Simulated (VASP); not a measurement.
A run of VASP 6.6.1:

INCAR

```
SYSTEM = Ag
ALGO = Normal
DIPOL = 0.5 0.5 0.500
EDIFF = 1E-7
ENCUT = 520
GGA = PE
IDIPOL = 3
ISIF = 2
ISMEAR = -1
LASPH = .True.
LCHARG = .False.
LDIPOL = .True.
LREAL = .False.
LWAVE = .False.
NBANDS = 36
NELM = 80
PREC = Accurate
SIGMA = 0.05
```

Contents of KPOINTS:

```
k-points
0
Gamma
  11 11 1
  0 0 0
```

POSCAR

```
Ag
1.0
    2.8893797293      0.0000000000      0.0000000000
   -1.4446898646      2.5022762467      0.0000000000
    0.0000000000      0.0000000000     24.4366746799
Ag
5
Direct
    0.6666666667      0.3333333333      0.3069157362
    0.3333333333      0.6666666667      0.4034578681
    0.0000000000      0.0000000000      0.5000000000
    0.6666666667      0.3333333333      0.5965421319
    0.3333333333      0.6666666667      0.6930842638
```

Potentials or basis: VASP PAW PBE potentials, release 64 (Ag).

Run with:

```bash
$ cat potpaw_PBE.64/Ag/POTCAR > POTCAR
$ mpirun -np 1 vasp_std > vasp.out
```

Hardware: 1 thread of Intel(R) Xeon(R) 6975P-C (Granite Rapids), with other jobs on the host.

Problem. Estimate the wall time of this run.

Solution. Run time: 68 s on 1 thread of Intel(R) Xeon(R) 6975P-C (Granite Rapids) (shared host), peak memory 0.34 GiB. Counts: scf iterations 22, k points 16.
